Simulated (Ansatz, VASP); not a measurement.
**Two plane-wave programs on SiO**

INCAR

```
SYSTEM = SiO
ALGO = Normal ; EDIFF = 1E-6
ENCUT = 520 ; GGA = PE
ISIF = 2 ; ISMEAR = 0
LASPH = .True. ; LCHARG = .True.
LELF = .True. ; LREAL = .False.
LVHAR = .True. ; LWAVE = .False.
NBANDS = 12 ; NELM = 60
PREC = Accurate ; SIGMA = 0.011
```

File KPOINTS:

```
k-points
0
Gamma
  9 9 9
  0 0 0
```

The input POSCAR:

```
SiO
1.0
    2.8069700000      0.0000000000      0.0000000000
    0.0000000000      2.8069700000      0.0000000000
    0.0000000000      0.0000000000      2.8069700000
Si O
1 1
Direct
    0.0000000000      0.0000000000      0.0000000000
    0.5000000000      0.5000000000      0.5000000000
```

Contents of input.yaml:

```yaml
crystal:
  lattice:
    - [2.80697, 0.0, 0.0]
    - [0.0, 2.80697, 0.0]
    - [0.0, 0.0, 2.80697]
  atoms:
    - { symbol: Si, position: [0.0, 0.0, 0.0] }
    - { symbol: O, position: [0.5, 0.5, 0.5] }
hamiltonian:
  xc: pbe
  pseudopotentials: { kind: paw }
kpoints:
  mp_grid: { grid: [9, 9, 9] }
scf:
  occupations: { method: gaussian, width: 0.011 }
output:
  forces: true
  stress: true
  eigenvalues: true
```

Alike in both runs: task single point; functional PBE; k mesh 9 × 9 × 9; occupations gaussian, width 0.011 eV; no spin polarisation.

|  | VASP | Ansatz |
| --- | --- | --- |
| version | VASP 6.6.1 | Ansatz 0.2.0 |
| potentials or method | VASP PAW PBE potentials, release 64 (Si, O) | Ansatz PAW |
| plane-wave cutoff (eV) | 520 | 420 |
| valence electrons in the cell | 10 | 10 |

|  | VASP | Ansatz | Ansatz less VASP |
| --- | --- | --- | --- |
| gap on the k mesh at the Fermi level (eV) | none | none | - |
| pressure (GPa) | 0.1 | 0.1 | +0.02 |

A gap of «none» marks a metal or a gap that the smearing closes.
